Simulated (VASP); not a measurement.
Crystal: W.

```
W
1.0
    -1.58234    1.58234    1.58234
     1.58234   -1.58234    1.58234
     1.58234    1.58234   -1.58234
W
1
Direct
  0.00000 0.00000 0.00000
```

```yaml
Program: VASP 6.6.1
Task: relaxation of cell and atoms
Functional: PBE
Potentials_or_basis: VASP PAW PBE potentials, release 64 (W_sv)
Cutoff: 600 eV
k_mesh: 12 × 12 × 12
Occupations: fermi-dirac, width 0.1 eV
Spin: no spin polarisation
```

At the start: pressure 6.4 GPa; volume 15.85 Å³/atom.

**Question.** Where does the relaxation end?

**Answer.** Over 3 steps the energy falls by 6.3 meV/atom and the volume is 16.18 Å³/atom (+2.1 %); space group Im-3m (No. 229, to 0.05 Å).

The path:
```tsv
step	energy change (eV)	largest force (eV/Å)	pressure (GPa)	volume (Å³)
1	0.0000	0.0000	6.35	15.85
2	0.0642	0.0000	-18.29	17.33
3	-0.0063	0.0000	-0.16	16.18
```

Final structure:
```
W
1.0
    -1.59330    1.59330    1.59330
     1.59330   -1.59330    1.59330
     1.59330    1.59330   -1.59330
W
1
Cartesian
  0.0000 0.0000 0.0000
```
